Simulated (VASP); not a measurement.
# RbVF3 (Pm-3m) in VASP: notebook, part 2 of 2

VASP 6.6.1. Earlier steps stand in the parts before.

## Step 3: Single point, LDA+U, collinear spin, ferromagnetic start

INCAR

```
SYSTEM = RbVF3
PREC = Accurate ; ENCUT = 520
EDIFF = 1E-7 ; ISMEAR = 0
SIGMA = 0.05 ; LREAL = .FALSE.
LASPH = .TRUE. ; NELM = 150
ALGO = Normal ; ISIF = 2
LWAVE = .FALSE. ; LCHARG = .FALSE.
ISPIN = 2 ; MAGMOM = 0 2.48 0.02 0.02 0.02
LORBIT = 11 ; LMAXMIX = 4
LDAU = .TRUE. ; LDAUTYPE = 2
LDAUL = -1 2 -1 ; LDAUU = 0 4 0
LDAUJ = 0 0 0 ; LDAUPRINT = 1
NBANDS = 34
```

KPOINTS

```
regular mesh
0
G
  5 5 5
  0 0 0
```

POSCAR

```
RbVF3
1.0
    4.1819996800      0.0000000000      0.0000000000
    0.0000000000      4.1819996800      0.0000000000
    0.0000000000      0.0000000000      4.1819996800
Rb V F
1 1 3
Direct
    0.0000000000      0.0000000000      0.0000000000
    0.5000000000      0.5000000000      0.5000000000
    0.5000000000      0.5000000000      0.0000000000
    0.0000000000      0.5000000000      0.5000000000
    0.5000000000      0.0000000000      0.5000000000
```

Potentials or basis: VASP PAW LDA potentials, release 64 (Rb_sv, V_sv, F).

Started as:

```sh
$ cat potpaw_LDA.64/Rb_sv/POTCAR potpaw_LDA.64/V_sv/POTCAR potpaw_LDA.64/F/POTCAR > POTCAR
$ mpirun -np 1 vasp_std > vasp.out
```

OUTCAR:

```text
SYSTEM = RbVF3
   PREC = Accurate
   ENCUT = 520
   EDIFF = 1E-7
   ISMEAR = 0
   LREAL = .FALSE.
   LASPH = .TRUE.
   NELM = 150
   ISIF = 2
   ISPIN = 2
   LORBIT = 11

 ion  position               nearest neighbor table
   1  0.000  0.000  0.000-   3 2.96   4 2.96   5 2.96   4 2.96   5 2.96   3 2.96   4 2.96   4 2.96
                             3 2.96   5 2.96   5 2.96   3 2.96   2 3.62   2 3.62   2 3.62   2 3.62
   2  0.500  0.500  0.500-   3 2.09   4 2.09   5 2.09   3 2.09   5 2.09   4 2.09   1 3.62   1 3.62
                             1 3.62   1 3.62   1 3.62   1 3.62   1 3.62   1 3.62
   3  0.500  0.500  0.000-   2 2.09   2 2.09   1 2.96   1 2.96   1 2.96   1 2.96
   4  0.000  0.500  0.500-   2 2.09   2 2.09   1 2.96   1 2.96   1 2.96   1 2.96
   5  0.500  0.000  0.500-   2 2.09   2 2.09   1 2.96   1 2.96   1 2.96   1 2.96

  LATTYP: Found a simple cubic cell.
 ALAT       =     4.1819996800

  Lattice vectors:

 A1 = (   4.1819996800,   0.0000000000,   0.0000000000)
 A2 = (   0.0000000000,   4.1819996800,   0.0000000000)
[... 957 lines left out ...]
  -------------------------------------------------------------------------------------
  Total       -1.4645512     -1.4645512     -1.4645512     -0.0000000     -0.0000000      0.0000000
  in kB      -32.0821274    -32.0821274    -32.0821274     -0.0000000     -0.0000000      0.0000000
  external PRESSURE =     -32.0821274 kB  Pullay stress =       0.0000000 kB

 VOLUME and BASIS-vectors are now :
 -----------------------------------------------------------------------------
  energy-cutoff  :      520.00
  volume of cell :       73.14
      direct lattice vectors                 reciprocal lattice vectors
     4.181999680  0.000000000  0.000000000     0.239120057  0.000000000  0.000000000
     0.000000000  4.181999680  0.000000000     0.000000000  0.239120057  0.000000000
     0.000000000  0.000000000  4.181999680     0.000000000  0.000000000  0.239120057

 POSITION                                       TOTAL-FORCE (eV/Angst)
 -----------------------------------------------------------------------------------
      0.00000      0.00000      0.00000         0.000000      0.000000      0.000000
      2.09100      2.09100      2.09100         0.000000      0.000000      0.000000
      2.09100      2.09100      0.00000         0.000000      0.000000      0.000000
      0.00000      2.09100      2.09100         0.000000      0.000000      0.000000
      2.09100      0.00000      2.09100         0.000000      0.000000      0.000000
 -----------------------------------------------------------------------------------
    total drift:                                0.000000     -0.000000     -0.000000

  FREE ENERGIE OF THE ION-ELECTRON SYSTEM (eV)
  ---------------------------------------------------
  free  energy   TOTEN  =       -29.4857991419 eV

  energy  without entropy=      -29.4857991419  energy(sigma->0) =      -29.48579914

 total charge

# of ion       s       p       d       tot
------------------------------------------
    1        1.937   5.342   0.026   7.305
    2        2.136   6.114   3.101  11.351
    3        1.720   4.360   0.000   6.080
    4        1.720   4.360   0.000   6.080
    5        1.720   4.360   0.000   6.080
--------------------------------------------------
tot          9.234  24.536   3.128  36.898

 magnetization (x)

# of ion       s       p       d       tot
------------------------------------------
    1       -0.000  -0.000   0.001   0.001
    2        0.009   0.009   2.699   2.718
    3       -0.001   0.016   0.000   0.015
    4       -0.001   0.016   0.000   0.015
    5       -0.001   0.016   0.000   0.015
--------------------------------------------------
tot          0.005   0.057   2.701   2.763
```

OSZICAR:

```text
N       E                     dE             d eps       ncg     rms          rms(c)
DAV:   1     0.421103815745E+03    0.42110E+03   -0.24180E+04  1368   0.128E+03
DAV:   2    -0.717790834879E+01   -0.42828E+03   -0.41291E+03  1560   0.371E+02
DAV:   3    -0.293166736189E+02   -0.22139E+02   -0.21904E+02  1616   0.903E+01
DAV:   4    -0.297644088770E+02   -0.44774E+00   -0.44660E+00  1914   0.114E+01
DAV:   5    -0.297713304230E+02   -0.69215E-02   -0.69197E-02  1598   0.111E+00    0.157E+01
DAV:   6    -0.291073445700E+02    0.66399E+00   -0.12841E+01  1506   0.280E+01    0.889E+00
DAV:   7    -0.293758852528E+02   -0.26854E+00   -0.13423E+00  1452   0.961E+00    0.581E+00
DAV:   8    -0.294469029947E+02   -0.71018E-01   -0.20637E-01  1630   0.299E+00    0.295E+00
DAV:   9    -0.294773037598E+02   -0.30401E-01   -0.29594E-02  1590   0.130E+00    0.707E-01
DAV:  10    -0.294857317900E+02   -0.84280E-02   -0.93914E-03  1542   0.680E-01    0.210E-01
DAV:  11    -0.294857180401E+02    0.13750E-04   -0.93502E-04  1568   0.197E-01    0.956E-02
DAV:  12    -0.294857925737E+02   -0.74534E-04   -0.12200E-04  1708   0.726E-02    0.435E-02
DAV:  13    -0.294857981116E+02   -0.55379E-05   -0.17100E-05  1788   0.305E-02    0.276E-02
DAV:  14    -0.294857989114E+02   -0.79974E-06   -0.27783E-06  1644   0.105E-02    0.123E-02
DAV:  15    -0.294857990424E+02   -0.13099E-06   -0.92661E-07  1626   0.699E-03    0.417E-03
DAV:  16    -0.294857991419E+02   -0.99541E-07   -0.11529E-07  1396   0.206E-03
   1 F= -.29485799E+02 E0= -.29485799E+02  d E =-.184571E-36  mag=     3.0000
```

stdout:

```text
POSCAR found type information on POSCAR RbV F
 POSCAR found :  3 types and       5 ions
 scaLAPACK will be used
 LDA part: xc-table for (Slater(with rela. corr.)+CA(PZ))
 , standard interpolation
 POSCAR, INCAR and KPOINTS ok, starting setup
 FFT: planning ... GRIDC
 FFT: planning ... GRID_SOFT
 FFT: planning ... GRID
 WAVECAR not read
 entering main loop
```

It took 64 s on 1 thread of Intel Xeon 8259CL, shared host; peak memory 0.18 GiB.

What came out:

```yaml
Free_energy: -29.4858 eV
Pressure: -3.2 GPa
Band_gap_on_the_k_mesh: 2.28 eV (least direct gap 3.38 eV)
Net_moment: 3.00 μB per cell
Site_moments: Rb +0.00; V +2.72; F +0.01 μB
Valence_electrons_inside_the_program's_atomic_spheres: Rb 7.30; V 11.35; F 6.08
```

Eigenvalues of the final occupation matrices:
| site | spin | trace | eigenvalues |
| --- | --- | --- | --- |
| site 2 d | 1 | 2.92 | 0.09 0.09 0.91 0.91 0.91 |
| site 2 d | 2 | 0.21 | 0.02 0.02 0.02 0.08 0.08 |

Caveat: the cell stands under tension; an odd mesh through Γ misses points on the zone boundary, where band edges can lie.

## Step 4: Single point, LDA+U, collinear spin, ferromagnetic start

INCAR

```
SYSTEM = RbVF3
PREC = Accurate
ENCUT = 520
EDIFF = 1E-6
ISMEAR = 0
SIGMA = 0.05
LREAL = .FALSE.
LASPH = .TRUE.
NELM = 150
ALGO = Normal
ISIF = 2
LWAVE = .FALSE.
LCHARG = .FALSE.
ISPIN = 2
MAGMOM = 0 3 0 0 0
LORBIT = 11
LMAXMIX = 4
LDAU = .TRUE.
LDAUTYPE = 2
LDAUL = -1 2 -1
LDAUU = 0 4 0
LDAUJ = 0 0 0
LDAUPRINT = 1
NBANDS = 34
```

KPOINTS

```
Automatic mesh
0
G
  5 5 5
  0 0 0
```

POSCAR is that of step 3.

Potentials or basis: VASP PAW LDA potentials, release 64 (Rb_sv, V_sv, F).

Started as:

```sh
$ cat potpaw_LDA.64/Rb_sv/POTCAR potpaw_LDA.64/V_sv/POTCAR potpaw_LDA.64/F/POTCAR > POTCAR
$ mpirun -np 1 vasp_std > vasp.out
```

OUTCAR:

```text
SYSTEM = RbVF3
   PREC = Accurate
   ENCUT = 520
   EDIFF = 1E-6
   ISMEAR = 0
   LREAL = .FALSE.
   LASPH = .TRUE.
   NELM = 150
   ISIF = 2
   ISPIN = 2
   LORBIT = 11

 ion  position               nearest neighbor table
   1  0.000  0.000  0.000-   3 2.96   4 2.96   5 2.96   4 2.96   5 2.96   3 2.96   4 2.96   4 2.96
                             3 2.96   5 2.96   5 2.96   3 2.96   2 3.62   2 3.62   2 3.62   2 3.62
   2  0.500  0.500  0.500-   3 2.09   4 2.09   5 2.09   3 2.09   5 2.09   4 2.09   1 3.62   1 3.62
                             1 3.62   1 3.62   1 3.62   1 3.62   1 3.62   1 3.62
   3  0.500  0.500  0.000-   2 2.09   2 2.09   1 2.96   1 2.96   1 2.96   1 2.96
   4  0.000  0.500  0.500-   2 2.09   2 2.09   1 2.96   1 2.96   1 2.96   1 2.96
   5  0.500  0.000  0.500-   2 2.09   2 2.09   1 2.96   1 2.96   1 2.96   1 2.96

  LATTYP: Found a simple cubic cell.
 ALAT       =     4.1819996800

  Lattice vectors:

 A1 = (   4.1819996800,   0.0000000000,   0.0000000000)
 A2 = (   0.0000000000,   4.1819996800,   0.0000000000)
 A3 = (   0.0000000000,   0.0000000000,   4.1819996800)

Analysis of symmetry for initial positions (statically):
=====================================================================
 Subroutine PRICEL returns:
 Original cell was already a primitive cell.

 Routine SETGRP: Setting up the symmetry group for a
 simple cubic supercell.

 Subroutine GETGRP returns: Found 48 space group operations
 (whereof 48 operations were pure point group operations)
 out of a pool of 48 trial point group operations.

The static configuration has the point symmetry O_h .

Analysis of symmetry for dynamics (positions and initial velocities):
=====================================================================
 Subroutine PRICEL returns:
 Original cell was already a primitive cell.

 Routine SETGRP: Setting up the symmetry group for a
 simple cubic supercell.

 Subroutine GETGRP returns: Found 48 space group operations
 (whereof 48 operations were pure point group operations)
 out of a pool of 48 trial point group operations.
[... 197 lines left out ...]
 Fermi energy:         3.4269125651

 spin component 1

 k-point     1 :       0.0000    0.0000    0.0000
  band No.  band energies     occupation
      1     -60.2541      1.00000
      2     -34.5832      1.00000
      3     -34.5832      1.00000
      4     -34.5832      1.00000
      5     -23.4621      1.00000
      6     -20.8183      1.00000
[... 349 lines left out ...]
     32      12.8315      0.00000
     33      13.7549      0.00000
 Fermi energy:         3.4269125651

 spin component 2

 k-point     1 :       0.0000    0.0000    0.0000
  band No.  band energies     occupation
      1     -57.7500      1.00000
      2     -32.1471      1.00000
      3     -32.1471      1.00000
      4     -32.1471      1.00000
      5     -23.4574      1.00000
      6     -20.7530      1.00000
[... 349 lines left out ...]
     32      13.4888      0.00000
     33      13.9733      0.00000
 [bands above 33 left out]

------------------------ aborting loop because EDIFF is reached ----------------------------------------

  FORCE on cell =-STRESS in cart. coord.  units (eV):
  Direction    XX          YY          ZZ          XY          YZ          ZX
  --------------------------------------------------------------------------------------
  -------------------------------------------------------------------------------------
  Total       -1.4814757     -1.4814757     -1.4814757     -0.0000000      0.0000000     -0.0000000
  in kB      -32.4528711    -32.4528711    -32.4528711     -0.0000000      0.0000000     -0.0000000
  external PRESSURE =     -32.4528711 kB  Pullay stress =       0.0000000 kB

 VOLUME and BASIS-vectors are now :
 -----------------------------------------------------------------------------
  energy-cutoff  :      520.00
  volume of cell :       73.14
      direct lattice vectors                 reciprocal lattice vectors
     4.181999680  0.000000000  0.000000000     0.239120057  0.000000000  0.000000000
     0.000000000  4.181999680  0.000000000     0.000000000  0.239120057  0.000000000
     0.000000000  0.000000000  4.181999680     0.000000000  0.000000000  0.239120057

 POSITION                                       TOTAL-FORCE (eV/Angst)
 -----------------------------------------------------------------------------------
      0.00000      0.00000      0.00000         0.000000      0.000000      0.000000
      2.09100      2.09100      2.09100         0.000000      0.000000      0.000000
      2.09100      2.09100      0.00000         0.000000      0.000000      0.000000
      0.00000      2.09100      2.09100         0.000000      0.000000      0.000000
      2.09100      0.00000      2.09100         0.000000      0.000000      0.000000
 -----------------------------------------------------------------------------------
    total drift:                                0.000000     -0.000000     -0.000000

  FREE ENERGIE OF THE ION-ELECTRON SYSTEM (eV)
  ---------------------------------------------------
  free  energy   TOTEN  =       -29.4857989479 eV

  energy  without entropy=      -29.4857989479  energy(sigma->0) =      -29.48579895

 total charge

# of ion       s       p       d       tot
------------------------------------------
    1        1.937   5.342   0.026   7.305
    2        2.136   6.114   3.101  11.351
    3        1.720   4.360   0.000   6.080
    4        1.720   4.360   0.000   6.080
    5        1.720   4.360   0.000   6.080
--------------------------------------------------
tot          9.234  24.536   3.128  36.897

 magnetization (x)

# of ion       s       p       d       tot
------------------------------------------
    1       -0.000  -0.000   0.001   0.001
    2        0.009   0.009   2.699   2.718
    3       -0.001   0.016   0.000   0.015
    4       -0.001   0.016   0.000   0.015
    5       -0.001   0.016   0.000   0.015
--------------------------------------------------
tot          0.005   0.057   2.701   2.763
```

OSZICAR:

```text
N       E                     dE             d eps       ncg     rms          rms(c)
DAV:   1     0.421370147066E+03    0.42137E+03   -0.24487E+04  1368   0.130E+03
DAV:   2    -0.721901135683E+01   -0.42859E+03   -0.41310E+03  1560   0.371E+02
DAV:   3    -0.293478939867E+02   -0.22129E+02   -0.21913E+02  1624   0.904E+01
DAV:   4    -0.297934934994E+02   -0.44560E+00   -0.44466E+00  1914   0.114E+01
DAV:   5    -0.297998792606E+02   -0.63858E-02   -0.63837E-02  1606   0.106E+00    0.159E+01
DAV:   6    -0.289696914106E+02    0.83019E+00   -0.11830E+01  1522   0.269E+01    0.885E+00
DAV:   7    -0.293706351953E+02   -0.40094E+00   -0.11579E+00  1460   0.859E+00    0.575E+00
DAV:   8    -0.294454008738E+02   -0.74766E-01   -0.17442E-01  1638   0.280E+00    0.283E+00
DAV:   9    -0.294766312230E+02   -0.31230E-01   -0.27490E-02  1552   0.126E+00    0.671E-01
DAV:  10    -0.294857820246E+02   -0.91508E-02   -0.69316E-03  1580   0.561E-01    0.196E-01
DAV:  11    -0.294857260028E+02    0.56022E-04   -0.66497E-04  1618   0.159E-01    0.906E-02
DAV:  12    -0.294857902315E+02   -0.64229E-04   -0.12461E-04  1728   0.711E-02    0.415E-02
DAV:  13    -0.294857990601E+02   -0.88286E-05   -0.10675E-05  1714   0.239E-02    0.239E-02
DAV:  14    -0.294857989479E+02    0.11225E-06   -0.29408E-06  1522   0.112E-02
   1 F= -.29485799E+02 E0= -.29485799E+02  d E =-.190394E-36  mag=     3.0000
```

Run time: 54 s. Hardware: 1 thread of Intel Xeon 8259CL, shared host; peak memory 0.18 GiB.

Results:

```
Free energy                                           : -29.4858 eV
Pressure                                              : -3.2 GPa
Band gap on the k mesh                                : 2.28 eV (least direct gap 3.38 eV)
Net moment                                            : 3.00 μB per cell
Site moments                                          : Rb +0.00; V +2.72; F +0.01 μB
Valence electrons inside the program's atomic spheres : Rb 7.30; V 11.35; F 6.08
```

Levels at points of the mesh, in eV from the valence-band top:
Spin up:
```csv
k point,band 21,band 22,band 23,band 24,band 25,band 26
"(0.00, 0.00, 0.00)",-1.10,-1.10,-1.10,2.28,3.21,3.21
```
Spin down:
```
           k point  band 16  band 17  band 18  band 19  band 20  band 21  band 22  band 23  band 24  band 25
(0.00, 0.00, 0.00)    -5.01    -5.01    -4.72    -4.72    -4.72     2.58     4.07     4.07     4.07     4.52
```

Eigenvalues of the final occupation matrices:
```csv
site,spin,trace,eigenvalues
site 2 d,1,2.92,0.09 0.09 0.91 0.91 0.91
site 2 d,2,0.21,0.02 0.02 0.02 0.08 0.08
```

Caveat: the cell stands under tension; an odd mesh through Γ misses points on the zone boundary, where band edges can lie.

## Step 5: Single point, LDA+U, collinear spin, ferromagnetic start

INCAR

```
ALGO = Normal
EDIFF = 1E-6
ENCUT = 520
GGA = CA
ISIF = 2
ISMEAR = 0
ISPIN = 2
LASPH = T
LCHARG = F
LDAU = T
LDAUJ = 0 0 0
LDAUL = -1 2 -1
LDAUPRINT = 1
LDAUTYPE = 2
LDAUU = 0 4 0
LMAXMIX = 4
LORBIT = 11
LREAL = F
LWAVE = F
MAGMOM = 0 2.25 0.02 0.02 0.02
NBANDS = 34
NELM = 150
PREC = Accurate
SIGMA = 0.05
```

KPOINTS

```
k-points
0
Gamma
  5 5 5
```

POSCAR is that of step 4.

Started as:

```sh
$ cat potpaw_LDA.64/Rb_sv/POTCAR potpaw_LDA.64/V_sv/POTCAR potpaw_LDA.64/F/POTCAR > POTCAR
$ mpirun -np 1 vasp_std > vasp.out
```

Wall time 54 s (1 thread of Intel Xeon 8259CL, shared host); peak memory 0.18 GiB.

Results (log left out):

* Free energy: -29.4858 eV
* Pressure: -3.2 GPa
* Band gap on the k mesh: 2.28 eV (least direct gap 3.38 eV)
* Net moment: 3.00 μB per cell
* Site moments: Rb +0.00; V +2.72; F +0.01 μB
* Valence electrons inside the program's atomic spheres: Rb 7.30; V 11.35; F 6.08

Levels at points of the mesh, in eV from the valence-band top:
Spin up:
```tsv
k point	band 21	band 22	band 23	band 24	band 25	band 26
(0.00, 0.00, 0.00)	-1.10	-1.10	-1.10	2.28	3.21	3.21
```
Spin down:
| k point | band 17 | band 18 | band 19 | band 20 | band 21 | band 22 | band 23 | band 24 |
| --- | --- | --- | --- | --- | --- | --- | --- | --- |
| (0.00, 0.00, 0.00) | -5.01 | -4.72 | -4.72 | -4.72 | 2.58 | 4.07 | 4.07 | 4.07 |

Eigenvalues of the final occupation matrices:
| site | spin | trace | eigenvalues |
| --- | --- | --- | --- |
| site 2 d | 1 | 2.92 | 0.09 0.09 0.91 0.91 0.91 |
| site 2 d | 2 | 0.21 | 0.02 0.02 0.02 0.08 0.08 |

Caveat: the cell stands under tension; an odd mesh through Γ misses points on the zone boundary, where band edges can lie.

## Step 6: Single point, LDA+U, collinear spin, zero start

INCAR

```
PREC = Accurate
ENCUT = 520
EDIFF = 1E-7
ISMEAR = 0
SIGMA = 0.05
LREAL = F
LASPH = T
NELM = 150
ALGO = Normal
ISIF = 2
LWAVE = F
LCHARG = F
ISPIN = 2
MAGMOM = 0 0 0 0 0
LORBIT = 11
NUPDOWN = 0.0
LMAXMIX = 4
LDAU = T
LDAUTYPE = 2
LDAUL = -1 2 -1
LDAUU = 0 4 0
LDAUJ = 0 0 0
LDAUPRINT = 1
NBANDS = 34
```

KPOINTS

```
regular mesh
0
Gamma
  5 5 5
```

POSCAR is that of step 5.

Potentials or basis: VASP PAW LDA potentials, release 64 (Rb_sv, V_sv, F).

Started as:

```sh
$ cat potpaw_LDA.64/Rb_sv/POTCAR potpaw_LDA.64/V_sv/POTCAR potpaw_LDA.64/F/POTCAR > POTCAR
$ mpirun -np 1 vasp_std > vasp.out
```

It took 61 s on 1 thread of Intel Xeon 8259CL, shared host; peak memory 0.19 GiB.

It converged, with:

```yaml
Free_energy: -26.1272 eV
Pressure: -7.4 GPa
Net_moment: 0.00 μB per cell
Valence_electrons_inside_the_program's_atomic_spheres: Rb 7.31; V 11.30; F 6.06
```

Eigenvalues of the final occupation matrices:
```tsv
site	spin	trace	eigenvalues
site 2 d	1	1.54	0.09 0.09 0.45 0.45 0.45
site 2 d	2	1.54	0.09 0.09 0.45 0.45 0.45
```

Caveat: the cell stands under tension; the total moment is fixed, so each spin has its own Fermi level.
